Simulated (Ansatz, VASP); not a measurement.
# Two plane-wave programs on Al2Cu

Contents of INCAR:

```
SYSTEM = Al2Cu
  ALGO = Fast
  EDIFF = 1E-6
  ENCUT = 520
  GGA = PS
  ISIF = 2
  ISMEAR = 0
  LASPH = .TRUE.
  LCHARG = .FALSE.
  LREAL = .FALSE.
  LWAVE = .FALSE.
  NBANDS = 16
  NELM = 80
  PREC = Accurate
  SIGMA = 0.15
```

File KPOINTS:

```
k-points
0
G
  16 16 16
  0 0 0
```

Contents of POSCAR:

```
Al2Cu
1.0
   -2.0246315468      2.0246315468      2.8630136658
    2.0246315468     -2.0246315468      2.8630136658
    2.0246315468      2.0246315468     -2.8630136658
Al Cu
2 1
Direct
    0.7500000000      0.2685218886      0.5185218886
    0.2500000000      0.7314781114      0.4814781114
    0.5000000000      0.5000000000      0.0000000000
```

Input for Ansatz:

```yaml
crystal:
  lattice:
    - [-2.0246315468, 2.0246315468, 2.8630136658]
    - [2.0246315468, -2.0246315468, 2.8630136658]
    - [2.0246315468, 2.0246315468, -2.8630136658]
  atoms:
    - { symbol: Al, position: [0.75, 0.2685218886, 0.5185218886] }
    - { symbol: Al, position: [0.25, 0.7314781114, 0.4814781114] }
    - { symbol: Cu, position: [0.5, 0.5, 0.0] }
basis:
  ecutwfc: 420
kpoints:
  mp_grid: { grid: [16, 16, 16] }
hamiltonian:
  xc: pbesol
scf:
  occupations: { method: gaussian, width: 0.15 }
output:
  forces: true
  stress: true
  eigenvalues: true
```

Change from the starting cell: mode 7 (289.8 1/cm) frozen in, largest displacement +0.075 Å.

Alike in both runs: task single point; functional PBEsol; k mesh 16 × 16 × 16; occupations gaussian, width 0.15 eV; no spin polarisation.

```csv
,VASP,Ansatz
version,VASP 6.6.1,Ansatz 0.2.0
potentials or method,"VASP PAW PBE potentials, release 64 (Al, Cu), cutoff 520 eV","scalar-relativistic, plane waves, PAW"
valence electrons in the cell,17,25
```

Ansatz gave:

```
gap on the k mesh at the Fermi level (eV)                     : none
pressure (GPa)                                                : 0.5
traceless stress, the component that is largest in VASP (GPa) : -2.60
rms of the force components (eV/Å)                            : 0.296
```

**Question.** Estimate VASP's values.

**Answer.** gap on the k mesh at the Fermi level (eV): none; pressure (GPa): 0.8; traceless stress, the component that is largest in VASP (GPa): -2.62; rms of the force components (eV/Å): 0.297.

VASP's potentials were made for PBE, not for PBEsol. Atom by atom the forces differ by 0.001 eV/Å (rms over components). A gap of «none» marks a metal or a gap that the smearing closes. The functional is the same, so the differences come from potentials, cutoffs and numerics. VASP's potentials hold 17 valence electrons a cell and Ansatz's 25, so a difference there can come from the potentials and not from the codes.
